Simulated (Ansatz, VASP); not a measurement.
# BN in VASP and in Ansatz

The input POSCAR:

```
BN
1.0
   -2.5439665234      0.0000000000      0.0000000000
   -1.2719832617     -2.2031396357      0.0000000000
    0.0000000000      0.0000000000     12.6232348039
B N
6 6
Direct
    0.6666666667      0.6666666667      0.3332665303
    0.6666666667      0.6666666667      0.6665998636
    0.6666666667      0.6666666667      0.9999331970
    0.3333333333      0.3333333333      0.1665998636
    0.3333333333      0.3333333333      0.4999331970
    0.3333333333      0.3333333333      0.8332665303
    0.6666666667      0.6666666667      0.2084001364
    0.6666666667      0.6666666667      0.5417334697
    0.6666666667      0.6666666667      0.8750668030
    0.3333333333      0.3333333333      0.0417334697
    0.3333333333      0.3333333333      0.3750668030
    0.3333333333      0.3333333333      0.7084001364
```

The input INCAR.step1:

```
SYSTEM = BN
PREC = Accurate
ENCUT = 520
ISMEAR = 0
SIGMA = 0.05
LREAL = .False.
LASPH = .True.
NELM = 80
NBANDS = 36
GGA = PE
ALGO = Normal
EDIFF = 1E-4
LWAVE = .True.
LCHARG = .False.
```

INCAR.step2

```
SYSTEM = BN
PREC = Accurate
ENCUT = 520
EDIFF = 1E-6
ISMEAR = 0
SIGMA = 0.05
LREAL = .False.
LASPH = .True.
NELM = 80
ALGO = Normal
ISIF = 2
LWAVE = .False.
LCHARG = .False.
METAGGA = R2SCAN
LMIXTAU = .True.
NBANDS = 36
ISTART = 1
```

KPOINTS

```
Automatic mesh
0
Gamma
  10 10 2
  0 0 0
```

Input for Ansatz:

```yaml
crystal:
  lattice:
    - [-2.5439665234, 0.0, 0.0]
    - [-1.2719832617, -2.2031396357, 0.0]
    - [0.0, 0.0, 12.6232348039]
  atoms:
    - { symbol: B, position: [0.6666666667, 0.6666666667, 0.3332665303] }
    - { symbol: B, position: [0.6666666667, 0.6666666667, 0.6665998636] }
    - { symbol: B, position: [0.6666666667, 0.6666666667, 0.999933197] }
    - { symbol: B, position: [0.3333333333, 0.3333333333, 0.1665998636] }
    - { symbol: B, position: [0.3333333333, 0.3333333333, 0.499933197] }
    - { symbol: B, position: [0.3333333333, 0.3333333333, 0.8332665303] }
    - { symbol: "N", position: [0.6666666667, 0.6666666667, 0.2084001364] }
    - { symbol: "N", position: [0.6666666667, 0.6666666667, 0.5417334697] }
    - { symbol: "N", position: [0.6666666667, 0.6666666667, 0.875066803] }
    - { symbol: "N", position: [0.3333333333, 0.3333333333, 0.0417334697] }
    - { symbol: "N", position: [0.3333333333, 0.3333333333, 0.375066803] }
    - { symbol: "N", position: [0.3333333333, 0.3333333333, 0.7084001364] }
basis:
  ecutwfc: 500
kpoints:
  mp_grid: { grid: [10, 10, 2] }
hamiltonian:
  xc: r2scan
scf:
  occupations: { method: gaussian, width: 0.05 }
output:
  forces: true
  stress: true
  eigenvalues: true
  write_density: true
  write_potential: true
  elf: true
  volumetric_format: npy
```

Alike in both runs: task single point; functional r2SCAN; k mesh 10 × 10 × 2; occupations gaussian, width 0.05 eV; no spin polarisation.

|  | VASP | Ansatz |
| --- | --- | --- |
| version | VASP 6.6.1 | Ansatz 0.2.0 |
| potentials or method | VASP PAW PBE potentials, release 64 (B, N), cutoff 520 eV | scalar-relativistic, plane waves, PAW |
| valence electrons in the cell | 48 | 48 |

```tsv
	VASP	Ansatz	Ansatz less VASP
gap on the k mesh at the Fermi level (eV)	5.92	5.95	+0.033
least direct gap on the mesh (eV)	8.97	9.00	+0.027
pressure (GPa)	1.1	0.0	-1.11
```

VASP's potentials were made for PBE, not for r2SCAN. With one functional, cell and mesh, what is left measures potentials, basis and numerics.
